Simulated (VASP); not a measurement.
# MnV (Pm-3m) in VASP: notebook

MnV is run at these levels: LDA; tasks: single point, relaxation of cell and atoms.

Program: VASP 6.6.1. These are calculated values, not measurements. Logs are shortened: lines on timing, memory, paths and dates and some standing lists are left out, and cuts for length are marked.

## 1. The cell of the first run

The structure is cubic, space group Pm-3m (No. 221). Conventional cell: a = 2.810 Å, b = 2.810 Å, c = 2.810 Å, α = 90.00°, β = 90.00°, γ = 90.00°. Within 3.2 Å of Mn (site symmetry m-3m) lie 8 V at 2.43 Å and 6 Mn at 2.81 Å. V (site symmetry m-3m) has 8 Mn at 2.43 Å and 6 V at 2.81 Å within 3.2 Å.

## 2. Single point, LDA, collinear spin, ferromagnetic start

File INCAR:

```
SYSTEM = MnV
PREC     = Accurate       ! precision mode
ENCUT    = 520            ! plane-wave cutoff, eV
EDIFF    = 1E-7           ! SCF threshold, eV
ISMEAR   = -1             ! smearing method
SIGMA    = 0.05           ! smearing width, eV
LREAL    = .FALSE.        ! projectors in reciprocal space
LASPH    = .TRUE.         ! aspherical terms in the spheres
NELM     = 150            ! most SCF steps
ALGO     = Normal         ! electronic algorithm
ISIF     = 2              ! what is computed and relaxed
LWAVE    = .FALSE.        ! write WAVECAR
LCHARG   = .FALSE.        ! write CHGCAR
ISPIN    = 2              ! spin polarisation
MAGMOM   = 4 1.5          ! initial moments
LORBIT   = 11             ! projections on sites
LMAXMIX  = 4              ! l up to which the mixer works
GGA      = CA             ! functional
NBANDS   = 24             ! bands
```

File KPOINTS:

```
Automatic mesh
0
G
  11 11 11
  0 0 0
```

File POSCAR:

```
MnV
1.0
    2.8101097673      0.0000000000      0.0000000000
    0.0000000000      2.8101097673      0.0000000000
    0.0000000000      0.0000000000      2.8101097673
Mn V
1 1
Direct
    0.0000000000      0.0000000000      0.0000000000
    0.5000000000      0.5000000000      0.5000000000
```

Potentials or basis: VASP PAW LDA potentials, release 64 (Mn_pv, V_sv).

On the command line:

```console
cat potpaw_LDA.64/Mn_pv/POTCAR potpaw_LDA.64/V_sv/POTCAR > POTCAR
mpirun -np 1 vasp_std > vasp.out
```

OUTCAR:

```text
SYSTEM = MnV
   PREC = Accurate
   ENCUT = 520
   EDIFF = 1E-7
   ISMEAR = -1
   LREAL = .FALSE.
   LASPH = .TRUE.
   NELM = 150
   ISIF = 2
   ISPIN = 2
   LORBIT = 11
   GGA = CA

 ion  position               nearest neighbor table
   1  0.000  0.000  0.000-   2 2.43   2 2.43   2 2.43   2 2.43   2 2.43   2 2.43   2 2.43   2 2.43

   2  0.500  0.500  0.500-   1 2.43   1 2.43   1 2.43   1 2.43   1 2.43   1 2.43   1 2.43   1 2.43

  LATTYP: Found a simple cubic cell.
 ALAT       =     2.8101097673

  Lattice vectors:

 A1 = (   2.8101097673,   0.0000000000,   0.0000000000)
 A2 = (   0.0000000000,   2.8101097673,   0.0000000000)
 A3 = (   0.0000000000,   0.0000000000,   2.8101097673)

Analysis of symmetry for initial positions (statically):
=====================================================================
 Subroutine PRICEL returns:
 Original cell was already a primitive cell.

 Routine SETGRP: Setting up the symmetry group for a
 simple cubic supercell.

 Subroutine GETGRP returns: Found 48 space group operations
 (whereof 48 operations were pure point group operations)
 out of a pool of 48 trial point group operations.

The static configuration has the point symmetry O_h .

Analysis of symmetry for dynamics (positions and initial velocities):
=====================================================================
 Subroutine PRICEL returns:
 Original cell was already a primitive cell.

 Routine SETGRP: Setting up the symmetry group for a
 simple cubic supercell.

 Subroutine GETGRP returns: Found 48 space group operations
 (whereof 48 operations were pure point group operations)
 out of a pool of 48 trial point group operations.

The dynamic configuration has the point symmetry O_h .

Analysis of structural, dynamic, and magnetic symmetry:
=====================================================================
 Subroutine PRICEL returns:
 Original cell was already a primitive cell.

 Routine SETGRP: Setting up the symmetry group for a
 simple cubic supercell.

 Subroutine GETGRP returns: Found 48 space group operations
 (whereof 48 operations were pure point group operations)
 out of a pool of 48 trial point group operations.

The overall configuration has the point symmetry O_h .

 Subroutine INISYM returns: Found 48 space group operations
 (whereof 48 operations are pure point group operations),
 and found     1 'primitive' translations

----------------------------------------------------------------------------------------

                                     Primitive cell

  volume of cell :      22.1906

[... 107 lines left out ...]
     AMIX     =   0.40;   BMIX     =  1.00
     AMIX_MAG =   1.60;   BMIX_MAG =  1.00
  volume/ion in A,a.u.               =      11.10        74.87
  Fermi-wavevector in a.u.,A,eV,Ry     =   1.725875  3.261431 40.526917  2.978644
  Thomas-Fermi vector in A             =   2.801293
   LORBIT       =     11    0 simple, 1 ext, 2 COOP (PROOUT), +10 PAW based schemes
   GGA     = CA    functional components
   LHFCALC =     F    Hartree Fock is set to
   AEXX    =    0.0000 exact exchange contribution
   IVDW    =     0    specifies the selected vdW correction
   LEPSILON=     F    determine dielectric tensor
   LRPA    =     F    only Hartree local field effects (RPA)
 spin polarized calculation
  energy-cutoff  :      520.00
  volume of cell :       22.19
 maximum number of plane-waves:       619
 NGX is ok and might be reduce to    24
   NGX = 11   NGY = 11   NGZ = 11

 number of electron      26.0000016 magnetization       0.0016655

 number of electron      26.0000016 magnetization      -0.0000063

 Free energy of the ion-electron system (eV)
  ---------------------------------------------------
  ext. energy  EPLUGINS =         0.00000000
  ---------------------------------------------------
  free energy    TOTEN  =       -20.71765131 eV

  energy without entropy =      -20.71345724  energy(sigma->0) =      -20.71555428

 E-fermi :  11.3694     XC(G=0): -14.2699

 val. band max:       11.2118448726   @ k =   0.3636   0.0000   0.0000
 cond. band min:      11.3925626120   @ k =   0.3636   0.0909   0.0909
 fundamental gap:      0.1807177394
 Fermi energy:        11.3694294471

 spin component 1

 k-point     1 :       0.0000    0.0000    0.0000
  band No.  band energies     occupation
      1     -52.1364      1.00000
      2     -36.1484      1.00000
      3     -36.1484      1.00000
      4     -36.1484      1.00000
      5     -26.2420      1.00000
      6     -26.2420      1.00000
[... 637 lines left out ...]
     23      31.4501      0.00000
     24      31.9971      0.00000

 [... further k-points ...]

 spin component 2

 k-point     1 :       0.0000    0.0000    0.0000
  band No.  band energies     occupation
      1     -52.1364      1.00000
      2     -36.1485      1.00000
      3     -36.1485      1.00000
      4     -36.1485      1.00000
      5     -26.2419      1.00000
      6     -26.2419      1.00000
[... 637 lines left out ...]
     23      31.4501      0.00000
     24      31.9971      0.00000

 [... further k-points ...]
[... 5 lines left out ...]
  --------------------------------------------------------------------------------------
  -------------------------------------------------------------------------------------
  Total        0.0760659      0.0760659      0.0760659      0.0000000     -0.0000000      0.0000000
  in kB        5.4920026      5.4920026      5.4920026      0.0000000     -0.0000000      0.0000000
  external PRESSURE =       5.4920026 kB  Pullay stress =       0.0000000 kB

 VOLUME and BASIS-vectors are now :
 -----------------------------------------------------------------------------
  energy-cutoff  :      520.00
  volume of cell :       22.19
      direct lattice vectors                 reciprocal lattice vectors
     2.810109767  0.000000000  0.000000000     0.355857985  0.000000000  0.000000000
     0.000000000  2.810109767  0.000000000     0.000000000  0.355857985  0.000000000
     0.000000000  0.000000000  2.810109767     0.000000000  0.000000000  0.355857985

 POSITION                                       TOTAL-FORCE (eV/Angst)
 -----------------------------------------------------------------------------------
      0.00000      0.00000      0.00000         0.000000      0.000000      0.000000
      1.40505      1.40505      1.40505         0.000000      0.000000      0.000000
 -----------------------------------------------------------------------------------
    total drift:                                0.000000      0.000000     -0.000000

  FREE ENERGIE OF THE ION-ELECTRON SYSTEM (eV)
  ---------------------------------------------------
  free  energy   TOTEN  =       -20.7176513099 eV

  energy  without entropy=      -20.7134572438  energy(sigma->0) =      -20.71555428

 total charge

# of ion       s       p       d       tot
------------------------------------------
    1        0.440   6.400   5.273  12.113
    2        2.378   6.316   3.145  11.840
--------------------------------------------------
tot          2.819  12.716   8.418  23.953

 magnetization (x)

# of ion       s       p       d       tot
------------------------------------------
    1        0.000   0.000  -0.000  -0.000
    2        0.000   0.000   0.000   0.000
--------------------------------------------------
tot          0.000   0.000  -0.000  -0.000
```

OSZICAR:

```text
N       E                     dE             d eps       ncg     rms          rms(c)
DAV:   1     0.281762772003E+03    0.28176E+03   -0.14290E+04  5464   0.138E+03
DAV:   2    -0.113743763230E+02   -0.29314E+03   -0.28166E+03  5472   0.422E+02
DAV:   3    -0.210939733127E+02   -0.97196E+01   -0.96821E+01  5928   0.887E+01
DAV:   4    -0.211711213508E+02   -0.77148E-01   -0.77142E-01  6160   0.792E+00
DAV:   5    -0.211723170513E+02   -0.11957E-02   -0.11957E-02  5960   0.963E-01    0.342E+01
DAV:   6    -0.216491495162E+02   -0.47683E+00   -0.12358E+01  5672   0.367E+01    0.143E+01
DAV:   7    -0.251580799093E+02   -0.35089E+01   -0.47515E+01  6032   0.366E+01    0.276E+01
DAV:   8    -0.207827146404E+02    0.43754E+01   -0.25905E+01  5944   0.267E+01    0.434E+00
DAV:   9    -0.207367479698E+02    0.45967E-01   -0.14629E-01  5544   0.293E+00    0.174E+00
DAV:  10    -0.207196524568E+02    0.17096E-01   -0.54109E-02  6032   0.202E+00    0.915E-01
DAV:  11    -0.207177409502E+02    0.19115E-02   -0.63823E-03  5544   0.985E-01    0.260E-01
DAV:  12    -0.207176468138E+02    0.94136E-04   -0.40741E-04  6600   0.192E-01    0.617E-02
DAV:  13    -0.207176496894E+02   -0.28755E-05   -0.28709E-05  5960   0.446E-02    0.373E-02
DAV:  14    -0.207176512734E+02   -0.15840E-05   -0.33544E-06  6216   0.159E-02    0.120E-02
DAV:  15    -0.207176513099E+02   -0.36480E-07   -0.97226E-07  5776   0.890E-03
   1 F= -.20717651E+02 E0= -.20715554E+02  d E =-.419407E-02  mag=     0.0001
```

stdout:

```text
POSCAR found type information on POSCAR MnV
 POSCAR found :  2 types and       2 ions
 scaLAPACK will be used
 LDA part: xc-table for (Slater(with rela. corr.)+CA(PZ))
 , standard interpolation
 POSCAR, INCAR and KPOINTS ok, starting setup
 FFT: planning ... GRIDC
 FFT: planning ... GRID_SOFT
 FFT: planning ... GRID
 WAVECAR not read
 entering main loop
```

Run time: 68 s. Hardware: 1 thread of Oxide Virtual Turin-like, shared host; peak memory 0.13 GiB.

Results:

```
Free energy                                           : -20.7177 eV
Pressure                                              : 0.5 GPa
Band gap on the k mesh                                : zero (filled and empty bands overlap)
Net moment                                            : 0.00 μB per cell
Valence electrons inside the program's atomic spheres : Mn 12.11; V 11.84
```

Caveat: the moments typed at the start vanished in this run.

(Part 1 of 2 ends here.)

The gap in the log of VASP goes by the Fermi energy; the results here count the filled bands.